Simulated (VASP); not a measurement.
# AgTe2Pt (I-4m2) in VASP: a series of runs

Aim: see how the results for AgTe2Pt move with the level of theory and the settings. Levels: PBE, PBEsol. Tasks: single point.

Program: VASP 6.6.1. These are calculated values, not measurements. Logs are shortened: lines on timing, memory, paths and dates and some standing lists are left out, and cuts for length are marked.

**1. The cell of the first run**

It takes space group I-4m2 (No. 119, tetragonal). The conventional cell has a = 3.779 Å, b = 3.779 Å, c = 14.672 Å, α = 90.00°, β = 90.00°, γ = 90.00°. Ag (site symmetry -4m2) has 4 Te at 2.57 Å within 3.4 Å. Pt (site symmetry -4m2) has 8 Te at 3.29 Å and 4 Pt at 3.78 Å and 4 Ag at 4.13 Å within 4.3 Å. Within 3.4 Å of Te (site symmetry 2mm) lie 2 Ag at 2.57 Å and 4 Pt at 3.29 Å.

**2. Single point, PBE**

The input, INCAR:

```
SYSTEM = AgTe2Pt
ALGO = Normal
EDIFF = 1E-6
ENCUT = 520
GGA = PE
ISIF = 2
ISMEAR = -1
LASPH = .TRUE.
LCHARG = .FALSE.
LREAL = .FALSE.
LWAVE = .FALSE.
NBANDS = 24
NELM = 80
PREC = Accurate
SIGMA = 0.0311
```

The input, KPOINTS:

```
k-points
0
G
  5 5 5
  0 0 0
```

The input, POSCAR:

```
AgTe2Pt
1.0
    0.0000000000      3.7789110000      0.0000000000
    3.7789110000      0.0000000000      0.0000000000
    1.8894560000      1.8894560000     -7.3361010000
Ag Pt Te
1 1 2
Direct
    0.7500000000      0.2500000000      0.5000000000
    0.0000000000      0.0000000000      0.0000000000
    0.3690000000      0.3690000000      0.2620000000
    0.6310000000      0.6310000000      0.7380000000
```

Potentials or basis: VASP PAW PBE potentials, release 64 (Ag, Pt, Te).

Command:

```bash
cat potpaw_PBE.64/Ag/POTCAR potpaw_PBE.64/Pt/POTCAR potpaw_PBE.64/Te/POTCAR > POTCAR
mpirun -np 1 vasp_std > vasp.out
```

OUTCAR:

```text
SYSTEM = AgTe2Pt
   EDIFF = 1E-6
   ENCUT = 520
   GGA = PE
   ISIF = 2
   ISMEAR = -1
   LASPH = .TRUE.
   LREAL = .FALSE.
   NELM = 80
   PREC = Accurate

 ion  position               nearest neighbor table
   1  0.750  0.250  0.500-   3 2.57   4 2.57   4 2.57   3 2.57
   2  0.000  0.000  0.000-   4 3.29   3 3.29   4 3.29   3 3.29   3 3.29   4 3.29   4 3.29   3 3.29

   3  0.369  0.369  0.262-   1 2.57   1 2.57   2 3.29   2 3.29   2 3.29   2 3.29
   4  0.631  0.631  0.738-   1 2.57   1 2.57   2 3.29   2 3.29   2 3.29   2 3.29

  LATTYP: Found a body centered tetragonal cell.
 ALAT       =     3.7789110000
 C/A-ratio  =     3.8826534946

  Lattice vectors:

 A1 = (  -1.8894560000,   1.8894550000,   7.3361010000)
 A2 = (   1.8894550000,  -1.8894560000,   7.3361010000)
 A3 = (   1.8894560000,   1.8894560000,  -7.3361010000)

Analysis of symmetry for initial positions (statically):
=====================================================================
 Subroutine PRICEL returns:
 Original cell was already a primitive cell.

 Routine SETGRP: Setting up the symmetry group for a
 body centered tetragonal supercell.

 Subroutine GETGRP returns: Found  8 space group operations
 (whereof  8 operations were pure point group operations)
 out of a pool of 16 trial point group operations.

The static configuration has the point symmetry D_2d.

Analysis of symmetry for dynamics (positions and initial velocities):
=====================================================================
 Subroutine PRICEL returns:
 Original cell was already a primitive cell.

 Routine SETGRP: Setting up the symmetry group for a
 body centered tetragonal supercell.

 Subroutine GETGRP returns: Found  8 space group operations
 (whereof  8 operations were pure point group operations)
 out of a pool of 16 trial point group operations.

The dynamic configuration has the point symmetry D_2d.

 Subroutine INISYM returns: Found  8 space group operations
 (whereof  8 operations are pure point group operations),
 and found     1 'primitive' translations

----------------------------------------------------------------------------------------

                                     Primitive cell

  volume of cell :     104.7608

  direct lattice vectors                    reciprocal lattice vectors
     0.000000000  3.778911000  0.000000000     0.000000000  0.264626502  0.068156113
     3.778911000  0.000000000  0.000000000     0.264626502  0.000000000  0.068156113
     1.889456000  1.889456000 -7.336101000     0.000000000  0.000000000 -0.136312191

  length of vectors
     3.778911000  3.778911000  7.807590271     0.273262587  0.273262587  0.136312191

  position of ions in fractional coordinates (direct lattice)
     0.750000000  0.250000000  0.500000000
     0.000000000  0.000000000  0.000000000
     0.369000000  0.369000000  0.262000000
     0.631000000  0.631000000  0.738000000

  ion indices of the primitive-cell ions
   primitive index   ion index
                 1           1
                 2           2
                 3           3
                 4           4

----------------------------------------------------------------------------------------

 KPOINTS: k-points

Automatic generation of k-mesh.
 Grid dimensions read from file:
 generate k-points for:    5    5    5

 Generating k-lattice:

  Cartesian coordinates                     Fractional coordinates (reciprocal lattice)
     0.000000000  0.052925300  0.013631223     0.200000000  0.000000000 -0.000000000
     0.052925300  0.000000000  0.013631223     0.000000000  0.200000000 -0.000000000
     0.000000000  0.000000000 -0.027262438     0.000000000  0.000000000  0.200000000

  Length of vectors
     0.054652517  0.054652517  0.027262438

  Shift w.r.t. Gamma in fractional coordinates (k-lattice)
     0.000000000  0.000000000  0.000000000

 Subroutine IBZKPT returns following result:
 ===========================================

 Found     18 irreducible k-points:

 Following reciprocal coordinates:
            Coordinates               Weight
  0.000000  0.000000  0.000000      1.000000
  0.200000  0.000000  0.000000      8.000000
  0.400000  0.000000  0.000000      8.000000
  0.200000  0.200000  0.000000      8.000000
  0.400000  0.200000  0.000000     16.000000
 -0.400000  0.200000 -0.000000     16.000000
[... 10 lines left out ...]
  0.000000  0.000000  0.400000      2.000000
 -0.200000  0.000000  0.400000      4.000000
   k-points           NKPTS =     18   k-points in BZ     NKDIM =     18   number of bands    NBANDS=     24
   number of dos      NEDOS =    301   number of ions     NIONS =      4
   total plane-waves  NPLWV =  47040
   dimension x,y,z NGX =    28 NGY =   28 NGZ =   60
   dimension x,y,z NGXF=    56 NGYF=   56 NGZF=  120
   ions per type =               1   1   2
   NGX,Y,Z   is equivalent  to a cutoff of  12.32, 12.32, 12.78 a.u.
   NGXF,Y,Z  is equivalent  to a cutoff of  24.64, 24.64, 25.55 a.u.
 SYSTEM =  AgTe2Pt
   PREC   = accura    normal or accurate (medium, high low for compatibility)
   ISTART =      0    job   : 0-new  1-cont  2-samecut
   ICHARG =      2    charge: 1-file 2-atom 10-const
   ISPIN  =      1    spin polarized calculation?
   LNONCOLLINEAR =      F non collinear calculations
   LSORBIT =      F    spin-orbit coupling
   LASPH  =      T    aspherical Exc in radial PAW
   ENCUT  =  520.0 eV  38.22 Ry    6.18 a.u.   7.03  7.03 14.52*2*pi/ulx,y,z
   NELM   =     80;   NELMIN=  2; NELMDL= -5     # of ELM steps
   EDIFF  = 0.1E-05   stopping-criterion for ELM
   LREAL  =      F    real-space projection
   EDIFFG = 0.1E-04   stopping-criterion for IOM
   NSW    =      0    number of steps for IOM
   IBRION =     -1    ionic relax: 0-MD 1-quasi-New 2-CG
   NFREE  =      0    steps in history (QN), initial steepest desc. (CG)
   ISIF   =      2    stress and relaxation
   ISYM   =      2    0-nonsym 1-usesym 2-fastsym
   POTIM  = 0.5000    time-step for ionic-motion
   TEBEG  =    0.0;   TEEND  =   0.0 temperature during run
   PSTRESS=    0.0 pullay stress
   NELECT =      33.0000    total number of electrons
   NUPDOWN=      -1.0000    fix difference up-down
   EMIN   =  10.00;   EMAX   =-10.00  energy-range for DOS
   EFERMI =   0.00;   METHOD = LEGACY
   ISMEAR =    -1;   SIGMA  =   0.03  broadening in eV -4-tet -1-fermi 0-gaus
   EFERMI_NEDOS =   21; number of points for ismear=-14 and -15
   IALGO  =     38    algorithm
   IMIX   =      4    mixing-type and parameters
     AMIX     =   0.40;   BMIX     =  1.00
     AMIX_MAG =   1.60;   BMIX_MAG =  1.00
  volume/ion in A,a.u.               =      26.19       176.74
  Fermi-wavevector in a.u.,A,eV,Ry     =   1.113901  2.104968 16.881775  1.240775
  Thomas-Fermi vector in A             =   2.250491
   LORBIT       =      0    0 simple, 1 ext, 2 COOP (PROOUT), +10 PAW based schemes
   GGA     = PE    functional components
   LHFCALC =     F    Hartree Fock is set to
   AEXX    =    0.0000 exact exchange contribution
   IVDW    =     0    specifies the selected vdW correction
   LEPSILON=     F    determine dielectric tensor
   LRPA    =     F    only Hartree local field effects (RPA)
 non-spin polarized calculation
  energy-cutoff  :      520.00
  volume of cell :      104.76
 maximum number of plane-waves:      2843
   NGX = 15   NGY = 15   NGZ = 29

 number of electron      33.0000007 magnetization

 Free energy of the ion-electron system (eV)
  ---------------------------------------------------
  ext. energy  EPLUGINS =         0.00000000
  ---------------------------------------------------
  free energy    TOTEN  =       -12.55292085 eV

  energy without entropy =      -12.53798403  energy(sigma->0) =      -12.54545244

 E-fermi :   6.3067     XC(G=0): -10.1635

 val. band max:        6.2875512863   @ k =   0.4000   0.4000   0.2000
 cond. band min:       6.3217001694   @ k =   0.4000   0.0000   0.0000
 fundamental gap:      0.0341488831
 Fermi energy:         6.3067055431

 k-point     1 :       0.0000    0.0000    0.0000
  band No.  band energies     occupation
      1      -6.0703      2.00000
      2      -5.1942      2.00000
      3       0.2792      2.00000
      4       0.6393      2.00000
      5       0.6393      2.00000
      6       0.7240      2.00000
[... 16 lines left out ...]
     23      13.1522      0.00000
     24      13.9841      0.00000

 k-point     2 :       0.2000    0.0000    0.0000
  band No.  band energies     occupation
      1      -5.8065      2.00000
      2      -5.0908      2.00000
      3       0.3069      2.00000
      4       0.6680      2.00000
      5       0.7379      2.00000
      6       0.9371      2.00000
[... 16 lines left out ...]
     23      13.2919      0.00000
     24      13.9776      0.00000

 k-point     3 :       0.4000    0.0000    0.0000
  band No.  band energies     occupation
      1      -5.2567      2.00000
      2      -4.9388      2.00000
      3       0.2828      2.00000
      4       0.7178      2.00000
      5       0.7868      2.00000
      6       1.1150      2.00000
[... 16 lines left out ...]
     23      13.4507      0.00000
     24      13.7753      0.00000

 k-point     4 :       0.2000    0.2000    0.0000
  band No.  band energies     occupation
      1      -5.5351      2.00000
      2      -5.0032      2.00000
      3       0.2971      2.00000
      4       0.6825      2.00000
      5       0.8361      2.00000
      6       1.0286      2.00000
[... 16 lines left out ...]
     23      12.9917      0.00000
     24      14.2487      0.00000

 k-point     5 :       0.4000    0.2000    0.0000
  band No.  band energies     occupation
      1      -5.0302      2.00000
      2      -4.8128      2.00000
      3       0.2847      2.00000
      4       0.7541      2.00000
      5       0.8997      2.00000
      6       1.0488      2.00000
[... 16 lines left out ...]
     23      12.5224      0.00000
     24      14.1576      0.00000

 k-point     6 :      -0.4000    0.2000   -0.0000
  band No.  band energies     occupation
      1      -5.0910      2.00000
      2      -4.7437      2.00000
      3       0.2326      2.00000
      4       0.7865      2.00000
      5       0.9116      2.00000
      6       1.1665      2.00000
[... 16 lines left out ...]
     23      12.9095      0.00000
     24      13.4937      0.00000
[... 217 lines left out ...]
 k-point    15 :      -0.2000   -0.4000    0.2000
  band No.  band energies     occupation
      1      -4.9470      2.00000
      2      -4.9011      2.00000
      3       0.3242      2.00000
      4       0.7398      2.00000
      5       0.8919      2.00000
      6       0.9887      2.00000
[... 16 lines left out ...]
     23      12.5373      0.00000
     24      14.3525      0.00000

 k-point    16 :      -0.2000   -0.2000    0.2000
  band No.  band energies     occupation
      1      -5.4019      2.00000
      2      -5.1634      2.00000
      3       0.3823      2.00000
      4       0.5316      2.00000
      5       0.7799      2.00000
      6       1.0346      2.00000
[... 16 lines left out ...]
     23      13.3304      0.00000
     24      14.1062      0.00000

 k-point    17 :       0.0000    0.0000    0.4000
  band No.  band energies     occupation
      1      -5.8432      2.00000
      2      -5.5039      2.00000
      3       0.2526      2.00000
      4       0.6336      2.00000
      5       0.6336      2.00000
      6       0.7553      2.00000
[... 16 lines left out ...]
     23      13.0278      0.00000
     24      13.0666      0.00000

 k-point    18 :      -0.2000    0.0000    0.4000
  band No.  band energies     occupation
      1      -5.5689      2.00000
      2      -5.3868      2.00000
      3       0.3338      2.00000
      4       0.5389      2.00000
      5       0.6659      2.00000
      6       0.9548      2.00000
[... 16 lines left out ...]
     23      13.5535      0.00000
     24      13.8210      0.00000

------------------------ aborting loop because EDIFF is reached ----------------------------------------

  FORCE on cell =-STRESS in cart. coord.  units (eV):
  Direction    XX          YY          ZZ          XY          YZ          ZX
  --------------------------------------------------------------------------------------
  -------------------------------------------------------------------------------------
  Total       -1.1912891     -1.1912891      2.5128369      0.0000000     -0.0000002     -0.0000002
  in kB      -18.2191927    -18.2191927     38.4305192      0.0000000     -0.0000026     -0.0000026
  external PRESSURE =       0.6640446 kB  Pullay stress =       0.0000000 kB

 VOLUME and BASIS-vectors are now :
 -----------------------------------------------------------------------------
  energy-cutoff  :      520.00
  volume of cell :      104.76
      direct lattice vectors                 reciprocal lattice vectors
     0.000000000  3.778911000  0.000000000     0.000000000  0.264626502  0.068156113
     3.778911000  0.000000000  0.000000000     0.264626502  0.000000000  0.068156113
     1.889456000  1.889456000 -7.336101000     0.000000000  0.000000000 -0.136312191

 POSITION                                       TOTAL-FORCE (eV/Angst)
 -----------------------------------------------------------------------------------
      1.88946      3.77891     -3.66805         0.000000     -0.000000      0.000000
      0.00000      0.00000      0.00000         0.000000     -0.000000      0.000000
      1.88946      1.88946     -1.92206        -0.000000     -0.000000      3.056183
      3.77891      3.77891     -5.41404         0.000000      0.000000     -3.056183
 -----------------------------------------------------------------------------------
    total drift:                                0.000009     -0.000009      0.000000

  FREE ENERGIE OF THE ION-ELECTRON SYSTEM (eV)
  ---------------------------------------------------
  free  energy   TOTEN  =       -12.5529208485 eV

  energy  without entropy=      -12.5379840267  energy(sigma->0) =      -12.54545244
```

Run time: 46 s. Hardware: 1 thread of AMD EPYC 7R43 (Zen 3), shared host; peak memory 0.19 GiB.

What came out:

| Property | Result |
| --- | --- |
| Free energy | -12.5529 eV |
| Pressure | 0.1 GPa |
| Largest force | 3.056 eV/Å |

Forces in eV/Å, atoms in the order of the input:
```
Ag   0.000  0.000  0.000
Pt   0.000  0.000  0.000
Te   0.000  0.000  3.056
Te   0.000  0.000 -3.056
```

Stress tensor (GPa, compression positive):
```
-1.82  0.00  0.00
 0.00 -1.82  0.00
 0.00  0.00  3.84
```

Caveat: spin-orbit coupling is left out, which moves the levels of the heavy elements; forces of over 1 eV/Å act on the atoms, so gaps and moduli don't describe the material at rest.

**3. Single point, PBEsol**

The input, INCAR:

```
SYSTEM = AgTe2Pt
ALGO = Normal ; EDIFF = 1E-7
ENCUT = 520 ; GGA = PS
ISIF = 2 ; ISMEAR = -1
LASPH = .TRUE. ; LCHARG = .FALSE.
LREAL = .FALSE. ; LWAVE = .FALSE.
NBANDS = 24 ; NELM = 60
PREC = Accurate ; SIGMA = 0.0311
```

KPOINTS is that of step 2.

POSCAR is that of step 2.

Potentials or basis: VASP PAW PBE potentials, release 64 (Ag, Pt, Te).

Command:

```bash
cat potpaw_PBE.64/Ag/POTCAR potpaw_PBE.64/Pt/POTCAR potpaw_PBE.64/Te/POTCAR > POTCAR
mpirun -np 1 vasp_std > vasp.out
```

OUTCAR:

```text
SYSTEM = AgTe2Pt
   EDIFF = 1E-7
   ENCUT = 520
   GGA = PS
   ISIF = 2
   ISMEAR = -1
   LASPH = .TRUE.
   LREAL = .FALSE.
   NELM = 60
   PREC = Accurate

 ion  position               nearest neighbor table
   1  0.750  0.250  0.500-   3 2.57   4 2.57   4 2.57   3 2.57
   2  0.000  0.000  0.000-   4 3.29   3 3.29   4 3.29   3 3.29   3 3.29   4 3.29   4 3.29   3 3.29

   3  0.369  0.369  0.262-   1 2.57   1 2.57   2 3.29   2 3.29   2 3.29   2 3.29
   4  0.631  0.631  0.738-   1 2.57   1 2.57   2 3.29   2 3.29   2 3.29   2 3.29

  LATTYP: Found a body centered tetragonal cell.
 ALAT       =     3.7789110000
[... 675 lines left out ...]
  --------------------------------------------------------------------------------------
  -------------------------------------------------------------------------------------
  Total       -3.5838934     -3.5838934     -0.2007988     -0.0000000      0.0000000      0.0000000
  in kB      -54.8109127    -54.8109127     -3.0709518     -0.0000000      0.0000002      0.0000002
  external PRESSURE =     -37.5642590 kB  Pullay stress =       0.0000000 kB

 VOLUME and BASIS-vectors are now :
 -----------------------------------------------------------------------------
  energy-cutoff  :      520.00
  volume of cell :      104.76
      direct lattice vectors                 reciprocal lattice vectors
     0.000000000  3.778911000  0.000000000     0.000000000  0.264626502  0.068156113
     3.778911000  0.000000000  0.000000000     0.264626502  0.000000000  0.068156113
     1.889456000  1.889456000 -7.336101000     0.000000000  0.000000000 -0.136312191

 POSITION                                       TOTAL-FORCE (eV/Angst)
 -----------------------------------------------------------------------------------
      1.88946      3.77891     -3.66805        -0.000000      0.000000      0.000000
      0.00000      0.00000      0.00000         0.000000     -0.000000      0.000000
      1.88946      1.88946     -1.92206        -0.000000     -0.000000      2.918952
      3.77891      3.77891     -5.41404         0.000000      0.000000     -2.918952
 -----------------------------------------------------------------------------------
    total drift:                                0.000009     -0.000009      0.000000

  FREE ENERGIE OF THE ION-ELECTRON SYSTEM (eV)
  ---------------------------------------------------
  free  energy   TOTEN  =       -14.5035385497 eV

  energy  without entropy=      -14.4886445789  energy(sigma->0) =      -14.49609156
```

Run time: 48 s. Hardware: 1 thread of AMD EPYC 7R43 (Zen 3), shared host; peak memory 0.2 GiB.

Results:

- Free energy: -14.5035 eV
- Pressure: -3.8 GPa
- Largest force: 2.919 eV/Å

Forces in eV/Å, atoms in the order of the input:
```
Ag   0.000  0.000  0.000
Pt   0.000  0.000  0.000
Te   0.000  0.000  2.919
Te   0.000  0.000 -2.919
```

Stress tensor (GPa, compression positive):
```
-5.48  0.00  0.00
 0.00 -5.48  0.00
 0.00  0.00 -0.31
```

Caveat: the PAW data sets were made with another functional, which shifts forces and pressure a little; spin-orbit coupling is left out, which moves the levels of the heavy elements.

**4. Single point, PBE**

The input, INCAR:

```
PREC = Accurate ; ENCUT = 520
EDIFF = 1E-6 ; ISMEAR = -1
SIGMA = 0.0311 ; LREAL = F
LASPH = T ; NELM = 100
ALGO = Normal ; ISIF = 2
LWAVE = F ; LCHARG = F
GGA = PE ; NBANDS = 24
```

The input, KPOINTS:

```
Automatic mesh
0
Gamma
  5 5 5
```

POSCAR is that of step 3.

Command:

```bash
cat potpaw_PBE.64/Ag/POTCAR potpaw_PBE.64/Pt/POTCAR potpaw_PBE.64/Te/POTCAR > POTCAR
mpirun -np 1 vasp_std > vasp.out
```

Run time: 45 s. Hardware: 1 thread of AMD EPYC 7R43 (Zen 3), shared host; peak memory 0.2 GiB.

It converged, with:

```yaml
Free_energy: -12.5529 eV
Pressure: 0.1 GPa
Largest_force: 3.056 eV/Å
```

Forces in eV/Å, atoms in the order of the input:
```
Ag   0.000  0.000  0.000
Pt   0.000  0.000  0.000
Te   0.000  0.000  3.056
Te   0.000  0.000 -3.056
```

Stress tensor (GPa, compression positive):
```
-1.82  0.00  0.00
 0.00 -1.82  0.00
 0.00  0.00  3.84
```

Levels at points of the mesh, in eV from the Fermi level:
```
           k point  band 13  band 14  band 15  band 16  band 17  band 18  band 19  band 20
(0.00, 0.00, 0.00)    -1.20    -0.29     0.29     0.29     0.59     0.59     0.68     4.37
```

Caveat: spin-orbit coupling is left out, which moves the levels of the heavy elements; forces of over 1 eV/Å act on the atoms, so gaps and moduli don't describe the material at rest.
